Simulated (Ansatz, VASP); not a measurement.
Ti4RuC: VASP beside Ansatz

```
CELL_PARAMETERS angstrom
3.02104 0.00000 0.00000
-1.51052 2.61630 0.00000
0.00000 0.00000 11.10484
ATOMIC_POSITIONS crystal
Ti 0.33333 0.66667 0.60807
Ti 0.66667 0.33333 0.39193
Ti 0.33333 0.66667 0.17262
Ti 0.66667 0.33333 0.82738
Ru 0.00000 0.00000 0.00000
C 0.00000 0.00000 0.50000
```

Alike in both runs: functional PBE; k mesh 12 × 12 × 4; occupations gaussian, width 0.1 eV; no spin polarisation.

Ansatz relaxed the structure, and its values are those at the end. VASP's run is a single point on that final structure, the one shown.

```csv
,VASP,Ansatz
version,VASP 6.6.1,Ansatz 0.2.0
potentials or method,"VASP PAW PBE potentials, release 64 (Ti_sv, Ru_pv, C), cutoff 520 eV","scalar-relativistic, plane waves, PAW"
valence electrons in the cell,66,68
```

Ansatz gave:

* gap on the k mesh at the Fermi level (eV): none
* pressure (GPa): 0.0
* rms of the force components (eV/Å): 0.002

**Question.** What did VASP give for the same quantities?

**Answer.** gap on the k mesh at the Fermi level (eV): none; pressure (GPa): 0.0; rms of the force components (eV/Å): 0.010.

A gap of «none» marks a metal or a gap that the smearing closes. VASP's potentials hold 66 valence electrons a cell and Ansatz's 68, so a difference there can come from the potentials and not from the codes.
